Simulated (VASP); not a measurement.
Write the native input for VASP 6.6.1 that does the following.

* Task: single point
* Functional: PBE
* Potentials or basis: VASP PAW PBE potentials, release 64 (Re)
* Cutoff: 520 eV
* k mesh: 18 × 18 × 10
* Occupations: gaussian, width 0.15 eV
* Spin: no spin polarisation
* Dipole correction: no
* Further INCAR settings: ALGO = Fast; EDIFF = 1e-07; NBANDS = 14

The structure of Re lies in POSCAR:

```
Re
1.0
    2.7379189912      0.0000000000      0.0000000000
   -1.3689594956      2.3711073999      0.0000000000
    0.0000000000      0.0000000000      4.4842238099
Re
2
Direct
    0.3333333333      0.6666666667      0.2066480157
    0.6666666667      0.3333333333      0.7933519843
```

This cell differs from its parent crystal: atoms displaced along a vibrational mode, the cell strained.

One way to write it, as run:

INCAR

```
PREC = Accurate ; ENCUT = 520
EDIFF = 1E-7 ; ISMEAR = 0
SIGMA = 0.15 ; LREAL = False
LASPH = True ; NELM = 100
ALGO = Fast ; ISIF = 2
LWAVE = False ; LCHARG = True
GGA = PE ; LELF = True
LVHAR = True ; NBANDS = 14
```

KPOINTS

```
regular mesh
0
Gamma
  18 18 10
```

Potentials or basis: VASP PAW PBE potentials, release 64 (Re).

Launch:

```sh
$ cat potpaw_PBE.64/Re/POTCAR > POTCAR
$ mpirun -np 1 vasp_std > vasp.out
```

It gave:

```json
{
 "Pressure": "38.0 GPa",
 "Largest force": "6.214 eV/Å",
 "Band gap on the k mesh": "zero (bands 7 and 8 overlap by 2.94 eV)"
}
```

Caveat: the cell differs from its parent crystal (atoms displaced along a vibrational mode, the cell strained); the stress differs along the axes, from 34 to 46 GPa; spin-orbit coupling is left out, which moves the levels of the heavy elements; forces of over 1 eV/Å act on the atoms, so gaps and moduli don't describe the material at rest.

Wall time 76 s on 1 thread of Intel(R) Xeon(R) 6975P-C (Granite Rapids), on a shared host, peak memory 0.23 GiB.
